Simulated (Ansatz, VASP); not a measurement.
# PbSe: VASP beside Ansatz

INCAR

```
SYSTEM = PbSe
ALGO = Normal
EDIFF = 1E-7
ENCUT = 520
GGA = PS
ISIF = 2
ISMEAR = 0
LASPH = .True.
LCHARG = .False.
LREAL = .False.
LWAVE = .False.
NBANDS = 17
NELM = 80
PREC = Accurate
SIGMA = 0.05
```

File KPOINTS:

```
k-points
0
Gamma
  7 7 7
  0 0 0
```

POSCAR

```
PbSe
1.0
    3.7843220000      0.0000000000      0.0000000000
    0.0000000000      3.7843220000      0.0000000000
    0.0000000000      0.0000000000      3.7843220000
Pb Se
1 1
Direct
    0.0000000000      0.0000000000      0.0000000000
    0.5000000000      0.5000000000      0.5000000000
```

File input.yaml:

```yaml
crystal:
  lattice:
    - [3.784322, 0.0, 0.0]
    - [0.0, 3.784322, 0.0]
    - [0.0, 0.0, 3.784322]
  atoms:
    - { symbol: Pb, position: [0.0, 0.0, 0.0] }
    - { symbol: Se, position: [0.5, 0.5, 0.5] }
kpoints:
  mp_grid: { grid: [7, 7, 7] }
scf:
  occupations: { method: gaussian, width: 0.05 }
hamiltonian:
  xc: pbesol
  pseudopotentials: { kind: all_electron, lapw: { basis_error: 0.001 } }
output:
  forces: true
  stress: true
  eigenvalues: true
```

Alike in both runs: task single point; functional PBEsol; k mesh 7 × 7 × 7; occupations gaussian, width 0.05 eV; no spin polarisation.

|  | VASP | Ansatz |
| --- | --- | --- |
| version | VASP 6.6.1 | Ansatz 0.2.0 |
| potentials or method | VASP PAW PBE potentials, release 64 (Pb_d, Se), cutoff 520 eV | all-electron LAPW, scalar-relativistic |

```csv
,VASP,Ansatz,Ansatz less VASP
gap on the k mesh at the Fermi level (eV),none,none,-
pressure (GPa),-3.2,-3.2,+0.01
```

VASP's potentials were made for PBE, not for PBEsol. A gap of «none» marks a metal or a gap that the smearing closes. Ansatz ran all-electron here, and VASP with PAW potentials.

Spin-orbit coupling is off throughout.
